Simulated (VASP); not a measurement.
Si, 2 atoms in the cell. It takes space group P6_3/mmc (No. 194, hexagonal). Conventional cell: a = 2.444 Å, b = 2.444 Å, c = 4.152 Å, α = 90.00°, β = 90.00°, γ = 120.00°. Si (site symmetry -6m2) has 12 Si at 2.44 to 2.51 Å within 3.2 Å. 

* Program: VASP 6.6.1
* Task: single point
* Functional: PBE
* Potentials or basis: VASP PAW PBE potentials, release 64 (Si)
* Cutoff: 500 eV
* k mesh: 14 × 14 × 7
* Occupations: gaussian, width 0.3 eV
* Spin: no spin polarisation
* Dipole correction: no
* Further INCAR settings: ALGO = Normal; EDIFF = 1e-06; NBANDS = 11

Potentials or basis: VASP PAW PBE potentials, release 64 (Si).

Launch:

```console
$ cat potpaw_PBE.64/Si/POTCAR > POTCAR
$ mpirun -np 1 vasp_std > vasp.out
```

Hardware: 1 thread of AMD EPYC 7R13, with other jobs on the host.

Estimate the wall time of this run.

It took 33 s on 1 thread of AMD EPYC 7R13, with other jobs on the host, peak memory 0.1 GiB. Counts: scf iterations 10, k points 96.
